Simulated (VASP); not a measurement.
# Al4Pt (Pm-3m) in VASP: further runs

Runs on Al4Pt. Level: PBE. Tasks: single point, relaxation of cell and atoms.

All numbers are computed with VASP 6.6.1; they aren't measurements. Logs are shortened: lines on timing, memory, paths and dates and some standing lists are left out, and cuts for length are marked.

**1. The cell of the first run**

It takes space group Pm-3m (No. 221, cubic). Conventional cell: a = 4.123 Å, b = 4.123 Å, c = 4.123 Å, α = 90.00°, β = 90.00°, γ = 90.00°. Within 2.7 Å of Al (site symmetry 4/mmm) lie 2 Pt at 2.06 Å. Within 3.8 Å of Al (site symmetry m-3m) lie 12 Al at 2.92 Å and 8 Pt at 3.57 Å. Pt (site symmetry m-3m) has 6 Al at 2.06 Å within 2.7 Å.

**2. Single point, PBE**

The input, INCAR:

```
ALGO = Normal
EDIFF = 1E-6
ENCUT = 520
GGA = PE
ISIF = 2
ISMEAR = 0
LASPH = T
LCHARG = F
LREAL = F
LWAVE = F
NBANDS = 19
NELM = 60
PREC = Accurate
SIGMA = 0.1
```

The input, KPOINTS:

```
k-points
0
Gamma
  4 4 4
```

The input, POSCAR:

```
Al4Pt
1.0
    4.1226098800      0.0000000000      0.0000000000
    0.0000000000      4.1226098800      0.0000000000
    0.0000000000      0.0000000000      4.1226098800
Al Pt
4 1
Direct
    0.0000000000      0.5000000000      0.5000000000
    0.5000000000      0.5000000000      0.0000000000
    0.5000000000      0.0000000000      0.5000000000
    0.0000000000      0.0000000000      0.0000000000
    0.5000000000      0.5000000000      0.5000000000
```

Potentials or basis: VASP PAW PBE potentials, release 64 (Al, Pt).

On the command line:

```
cat potpaw_PBE.64/Al/POTCAR potpaw_PBE.64/Pt/POTCAR > POTCAR
mpirun -np 1 vasp_std > vasp.out
```

OUTCAR:

```text
EDIFF = 1E-6
   ENCUT = 520
   GGA = PE
   ISIF = 2
   ISMEAR = 0
   LASPH = T
   LREAL = F
   NELM = 60
   PREC = Accurate

 ion  position               nearest neighbor table
   1  0.000  0.500  0.500-   5 2.06   5 2.06   4 2.92   2 2.92   2 2.92   4 2.92   3 2.92   4 2.92
                             4 2.92   2 2.92   3 2.92   3 2.92   2 2.92   3 2.92
   2  0.500  0.500  0.000-   5 2.06   5 2.06   4 2.92   1 2.92   1 2.92   3 2.92   3 2.92   3 2.92
                             4 2.92   3 2.92   1 2.92   4 2.92   1 2.92   4 2.92
   3  0.500  0.000  0.500-   5 2.06   5 2.06   4 2.92   1 2.92   2 2.92   4 2.92   1 2.92   2 2.92
                             2 2.92   2 2.92   1 2.92   4 2.92   4 2.92   1 2.92
   4  0.000  0.000  0.000-   1 2.92   2 2.92   3 2.92   1 2.92   3 2.92   1 2.92   2 2.92   1 2.92
                             2 2.92   3 2.92   3 2.92   2 2.92
   5  0.500  0.500  0.500-   1 2.06   2 2.06   3 2.06   2 2.06   3 2.06   1 2.06

  LATTYP: Found a simple cubic cell.
 ALAT       =     4.1226098800

  Lattice vectors:

 A1 = (   4.1226098800,   0.0000000000,   0.0000000000)
 A2 = (   0.0000000000,   4.1226098800,   0.0000000000)
 A3 = (   0.0000000000,   0.0000000000,   4.1226098800)

Analysis of symmetry for initial positions (statically):
=====================================================================
 Subroutine PRICEL returns:
 Original cell was already a primitive cell.

 Routine SETGRP: Setting up the symmetry group for a
 simple cubic supercell.

 Subroutine GETGRP returns: Found 48 space group operations
 (whereof 48 operations were pure point group operations)
 out of a pool of 48 trial point group operations.

The static configuration has the point symmetry O_h .

Analysis of symmetry for dynamics (positions and initial velocities):
=====================================================================
 Subroutine PRICEL returns:
 Original cell was already a primitive cell.

 Routine SETGRP: Setting up the symmetry group for a
 simple cubic supercell.

 Subroutine GETGRP returns: Found 48 space group operations
 (whereof 48 operations were pure point group operations)
 out of a pool of 48 trial point group operations.

The dynamic configuration has the point symmetry O_h .

 Subroutine INISYM returns: Found 48 space group operations
 (whereof 48 operations are pure point group operations),
 and found     1 'primitive' translations

----------------------------------------------------------------------------------------

                                     Primitive cell

  volume of cell :      70.0675

  direct lattice vectors                    reciprocal lattice vectors
     4.122609880  0.000000000  0.000000000     0.242564790  0.000000000  0.000000000
     0.000000000  4.122609880  0.000000000     0.000000000  0.242564790  0.000000000
     0.000000000  0.000000000  4.122609880     0.000000000  0.000000000  0.242564790

  length of vectors
     4.122609880  4.122609880  4.122609880     0.242564790  0.242564790  0.242564790

  position of ions in fractional coordinates (direct lattice)
     0.000000000  0.500000000  0.500000000
     0.500000000  0.500000000  0.000000000
     0.500000000  0.000000000  0.500000000
     0.000000000  0.000000000  0.000000000
     0.500000000  0.500000000  0.500000000

  ion indices of the primitive-cell ions
   primitive index   ion index
                 1           1
                 2           2
                 3           3
                 4           4
                 5           5

----------------------------------------------------------------------------------------

 KPOINTS: k-points

Automatic generation of k-mesh.
 Grid dimensions read from file:
 generate k-points for:    4    4    4

 Generating k-lattice:

  Cartesian coordinates                     Fractional coordinates (reciprocal lattice)
     0.060641198  0.000000000  0.000000000     0.250000000  0.000000000  0.000000000
     0.000000000  0.060641198  0.000000000     0.000000000  0.250000000  0.000000000
     0.000000000  0.000000000  0.060641198     0.000000000  0.000000000  0.250000000

  Length of vectors
     0.060641198  0.060641198  0.060641198

  Shift w.r.t. Gamma in fractional coordinates (k-lattice)
     0.000000000  0.000000000  0.000000000

 Subroutine IBZKPT returns following result:
 ===========================================

 Found     10 irreducible k-points:

 Following reciprocal coordinates:
            Coordinates               Weight
  0.000000  0.000000  0.000000      1.000000
  0.250000  0.000000  0.000000      6.000000
  0.500000  0.000000  0.000000      3.000000
  0.250000  0.250000  0.000000     12.000000
  0.500000  0.250000  0.000000     12.000000
  0.500000  0.500000  0.000000      3.000000
  0.250000  0.250000  0.250000      8.000000
  0.500000  0.250000  0.250000     12.000000
  0.500000  0.500000  0.250000      6.000000
  0.500000  0.500000  0.500000      1.000000
   k-points           NKPTS =     10   k-points in BZ     NKDIM =     10   number of bands    NBANDS=     19
   number of dos      NEDOS =    301   number of ions     NIONS =      5
   total plane-waves  NPLWV =  32768
   dimension x,y,z NGX =    32 NGY =   32 NGZ =   32
   dimension x,y,z NGXF=    64 NGYF=   64 NGZF=   64
   ions per type =               4   1
   NGX,Y,Z   is equivalent  to a cutoff of  12.90, 12.90, 12.90 a.u.
   NGXF,Y,Z  is equivalent  to a cutoff of  25.81, 25.81, 25.81 a.u.
 SYSTEM =  unknown system
   PREC   = accura    normal or accurate (medium, high low for compatibility)
   ISTART =      0    job   : 0-new  1-cont  2-samecut
   ICHARG =      2    charge: 1-file 2-atom 10-const
   ISPIN  =      1    spin polarized calculation?
   LNONCOLLINEAR =      F non collinear calculations
   LSORBIT =      F    spin-orbit coupling
   LASPH  =      T    aspherical Exc in radial PAW
   ENCUT  =  520.0 eV  38.22 Ry    6.18 a.u.   7.67  7.67  7.67*2*pi/ulx,y,z
   NELM   =     60;   NELMIN=  2; NELMDL= -5     # of ELM steps
   EDIFF  = 0.1E-05   stopping-criterion for ELM
   LREAL  =      F    real-space projection
   EDIFFG = 0.1E-04   stopping-criterion for IOM
   NSW    =      0    number of steps for IOM
   IBRION =     -1    ionic relax: 0-MD 1-quasi-New 2-CG
   NFREE  =      0    steps in history (QN), initial steepest desc. (CG)
   ISIF   =      2    stress and relaxation
   ISYM   =      2    0-nonsym 1-usesym 2-fastsym
   POTIM  = 0.5000    time-step for ionic-motion
   TEBEG  =    0.0;   TEEND  =   0.0 temperature during run
   PSTRESS=    0.0 pullay stress
   NELECT =      22.0000    total number of electrons
   NUPDOWN=      -1.0000    fix difference up-down
   EMIN   =  10.00;   EMAX   =-10.00  energy-range for DOS
   EFERMI =   0.00;   METHOD = LEGACY
   ISMEAR =     0;   SIGMA  =   0.10  broadening in eV -4-tet -1-fermi 0-gaus
   EFERMI_NEDOS =   21; number of points for ismear=-14 and -15
   IALGO  =     38    algorithm
   IMIX   =      4    mixing-type and parameters
     AMIX     =   0.40;   BMIX     =  1.00
     AMIX_MAG =   1.60;   BMIX_MAG =  1.00
  volume/ion in A,a.u.               =      14.01        94.57
  Fermi-wavevector in a.u.,A,eV,Ry     =   1.112697  2.102692 16.845292  1.238094
  Thomas-Fermi vector in A             =   2.249274
   LORBIT       =      0    0 simple, 1 ext, 2 COOP (PROOUT), +10 PAW based schemes
   GGA     = PE    functional components
   LHFCALC =     F    Hartree Fock is set to
   AEXX    =    0.0000 exact exchange contribution
   IVDW    =     0    specifies the selected vdW correction
   LEPSILON=     F    determine dielectric tensor
   LRPA    =     F    only Hartree local field effects (RPA)
 non-spin polarized calculation
 Gauss-broadening in eV      SIGMA  =   0.10
  energy-cutoff  :      520.00
  volume of cell :       70.07
 maximum number of plane-waves:      1924
 NGX is ok and might be reduce to    32
   NGX = 15   NGY = 15   NGZ = 15

 number of electron      21.9999997 magnetization

 Free energy of the ion-electron system (eV)
  ---------------------------------------------------
  ext. energy  EPLUGINS =         0.00000000
  ---------------------------------------------------
  free energy    TOTEN  =       -14.19529654 eV

  energy without entropy =      -14.17636756  energy(sigma->0) =      -14.18583205

 E-fermi :  10.7333     XC(G=0): -11.2361

 val. band max:       10.7307238734   @ k =   0.2500   0.2500   0.2500
 cond. band min:      10.8050513201   @ k =   0.0000   0.0000   0.0000
 fundamental gap:      0.0743274468
 Fermi energy:        10.7332539456

 k-point     1 :       0.0000    0.0000    0.0000
  band No.  band energies     occupation
      1      -1.7279      2.00000
      2       2.0190      2.00000
      3       2.0190      2.00000
      4       3.9014      2.00000
      5       3.9014      2.00000
      6       3.9014      2.00000
[... 11 lines left out ...]
     18      15.2995      0.00000
     19      17.6901      0.00000

 k-point     2 :       0.2500    0.0000    0.0000
  band No.  band energies     occupation
      1      -1.1780      2.00000
      2       2.0923      2.00000
      3       2.1071      2.00000
      4       3.6453      2.00000
      5       3.6453      2.00000
      6       3.9292      2.00000
[... 11 lines left out ...]
     18      15.5800      0.00000
     19      17.4101      0.00000

 k-point     3 :       0.5000    0.0000    0.0000
  band No.  band energies     occupation
      1      -0.1917      2.00000
      2       1.4891      2.00000
      3       2.1687      2.00000
      4       3.2514      2.00000
      5       3.4418      2.00000
      6       3.4418      2.00000
[... 126 lines left out ...]
      1       1.9036      2.00000
      2       2.2250      2.00000
      3       2.8111      2.00000
      4       2.8111      2.00000
      5       3.2883      2.00000
      6       3.3454      2.00000
[... 11 lines left out ...]
     18      19.6865      0.00000
     19      19.7860      0.00000

 k-point    10 :       0.5000    0.5000    0.5000
  band No.  band energies     occupation
      1       2.5759      2.00000
      2       2.5759      2.00000
      3       2.5759      2.00000
      4       3.2700      2.00000
      5       3.3599      2.00000
      6       3.3599      2.00000
[... 11 lines left out ...]
     18      20.7689      0.00000
     19      20.7689      0.00000

------------------------ aborting loop because EDIFF is reached ----------------------------------------

  FORCE on cell =-STRESS in cart. coord.  units (eV):
  Direction    XX          YY          ZZ          XY          YZ          ZX
  --------------------------------------------------------------------------------------
  -------------------------------------------------------------------------------------
  Total       36.2331016     36.2331016     36.2331016      0.0000000      0.0000000      0.0000000
  in kB      828.5130903    828.5130903    828.5130903      0.0000000      0.0000000      0.0000000
  external PRESSURE =     828.5130903 kB  Pullay stress =       0.0000000 kB

 VOLUME and BASIS-vectors are now :
 -----------------------------------------------------------------------------
  energy-cutoff  :      520.00
  volume of cell :       70.07
      direct lattice vectors                 reciprocal lattice vectors
     4.122609880  0.000000000  0.000000000     0.242564790  0.000000000  0.000000000
     0.000000000  4.122609880  0.000000000     0.000000000  0.242564790  0.000000000
     0.000000000  0.000000000  4.122609880     0.000000000  0.000000000  0.242564790

 POSITION                                       TOTAL-FORCE (eV/Angst)
 -----------------------------------------------------------------------------------
      0.00000      2.06130      2.06130         0.000000      0.000000      0.000000
      2.06130      2.06130      0.00000         0.000000      0.000000      0.000000
      2.06130      0.00000      2.06130         0.000000      0.000000      0.000000
      0.00000      0.00000      0.00000         0.000000      0.000000      0.000000
      2.06130      2.06130      2.06130         0.000000      0.000000      0.000000
 -----------------------------------------------------------------------------------
    total drift:                                0.000000     -0.000000     -0.000000

  FREE ENERGIE OF THE ION-ELECTRON SYSTEM (eV)
  ---------------------------------------------------
  free  energy   TOTEN  =       -14.1952965379 eV

  energy  without entropy=      -14.1763675594  energy(sigma->0) =      -14.18583205
```

Wall time 16 s (1 thread of Intel Xeon 6975P-C, shared host); peak memory 0.18 GiB.

Results:

```
Free energy            : -14.1953 eV
Pressure               : 82.9 GPa
Band gap on the k mesh : zero (band 11 reaches 11.41 eV, above the bottom of band 12 at 8.84 eV)
```

Caveat: the k points lie up to 0.38 Å⁻¹ apart; spin-orbit coupling is left out, which moves the levels of the heavy elements.

[end of part 1 of 3]
